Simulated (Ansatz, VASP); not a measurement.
# Two plane-wave programs on TiCo3

Contents of POSCAR:

```
TiCo3
1.0
    3.6140000000      0.0000000000      0.0000000000
    0.0000000000      3.6140000000      0.0000000000
    0.0000000000      0.0000000000      3.6140000000
Ti Co
1 3
Direct
    0.0000000000      0.0000000000      0.0000000000
    0.0000000000      0.5000000000      0.5000000000
    0.5000000000      0.0000000000      0.5000000000
    0.5000000000      0.5000000000      0.0000000000
```

Contents of INCAR.step1:

```
SYSTEM = TiCo3
PREC = Accurate
ENCUT = 520
ISMEAR = 0
SIGMA = 0.1
LREAL = .False.
LASPH = .True.
NELM = 150
ISPIN = 2
MAGMOM = -0.74 1.48 1.48 1.48
LMAXMIX = 4
NBANDS = 32
GGA = PE
ALGO = Normal
EDIFF = 1E-4
LWAVE = .True.
LCHARG = .False.
```

Contents of INCAR.step2:

```
SYSTEM = TiCo3
PREC = Accurate
ENCUT = 520
EDIFF = 1E-7
ISMEAR = 0
SIGMA = 0.1
LREAL = .False.
LASPH = .True.
NELM = 150
ALGO = Normal
ISIF = 2
LWAVE = .False.
LCHARG = .False.
ISPIN = 2
MAGMOM = -0.74 1.48 1.48 1.48
LORBIT = 11
LMAXMIX = 4
METAGGA = R2SCAN
LMIXTAU = .True.
NBANDS = 32
ISTART = 1
```

KPOINTS

```
Automatic mesh
0
Gamma
  14 14 14
  0 0 0
```

Input for Ansatz:

```yaml
crystal:
  lattice:
    - [3.614, 0.0, 0.0]
    - [0.0, 3.614, 0.0]
    - [0.0, 0.0, 3.614]
  atoms:
    - { symbol: Ti, position: [0.0, 0.0, 0.0], spin: -0.74 }
    - { symbol: Co, position: [0.0, 0.5, 0.5], spin: 1.48 }
    - { symbol: Co, position: [0.5, 0.0, 0.5], spin: 1.48 }
    - { symbol: Co, position: [0.5, 0.5, 0.0], spin: 1.48 }
basis:
  ecutwfc: 500
kpoints:
  mp_grid: { grid: [14, 14, 14] }
hamiltonian:
  xc: r2scan
scf:
  occupations: { method: gaussian, width: 0.1 }
output:
  forces: true
  stress: true
  eigenvalues: true
  populations: true
magnetization:
  spin_polarized: true
```

Alike in both runs: task single point; functional r2SCAN; k mesh 14 × 14 × 14; occupations gaussian, width 0.1 eV; collinear spin.

```csv
,VASP,Ansatz
version,VASP 6.6.1,Ansatz 0.2.0
potentials or method,"VASP PAW PBE potentials, release 64 (Ti_sv, Co), cutoff 520 eV","scalar-relativistic, plane waves, PAW"
valence electrons in the cell,39,63
```

```csv
,VASP,Ansatz,Ansatz less VASP
gap on the k mesh at the Fermi level (eV),none,none,-
pressure (GPa),-4.1,-4.5,-0.32
net moment per atom (μB),0.70,0.70,+0.005
size of the moment on the site where the two differ most (μB),0.74,0.68,-0.061
```

VASP's potentials were made for PBE, not for r2SCAN. Site moments also hang on the region over which each program counts them. A gap of «none» marks a metal or a gap that the smearing closes. The functional is the same, so the differences come from potentials, cutoffs and numerics. VASP's potentials hold 39 valence electrons a cell and Ansatz's 63, so a difference there can come from the potentials and not from the codes. Ansatz's warnings: stability check not made.
